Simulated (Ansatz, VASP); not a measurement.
One calculation of CoPb3, two programs

```
Pb Co
1.0
     4.48064    0.00000    0.00000
     0.00000    4.48064    0.00000
     0.00000    0.00000    4.48064
Pb Co
3 1
Direct
  0.00000 0.50000 0.50000
  0.50000 0.00000 0.50000
  0.50000 0.50000 0.00000
  0.00000 0.00000 0.00000
```

Alike in both runs: task single point; functional PBEsol; k mesh 10 × 10 × 10; occupations gaussian, width 0.1 eV; collinear spin.

```csv
,VASP,Ansatz
version,VASP 6.6.1,Ansatz 0.2.0
potentials or method,"VASP PAW PBE potentials, release 64 (Pb_d, Co), cutoff 520 eV","scalar-relativistic, plane waves, PAW"
valence electrons in the cell,51,59
```

|  | VASP | Ansatz | Ansatz less VASP |
| --- | --- | --- | --- |
| gap on the k mesh at the Fermi level (eV) | none | none | - |
| pressure (GPa) | 5.8 | 5.9 | +0.10 |
| net moment per atom (μB) | 0.34 | 0.34 | +0.002 |
| size of the moment on the site where the two differ most (μB) | 1.42 | 1.46 | +0.040 |

VASP's potentials were made for PBE, not for PBEsol. Site moments also hang on the region over which each program counts them. A gap of «none» marks a metal or a gap that the smearing closes. VASP's potentials hold 51 valence electrons a cell and Ansatz's 59, so a difference there can come from the potentials and not from the codes.

Spin-orbit coupling is off throughout.
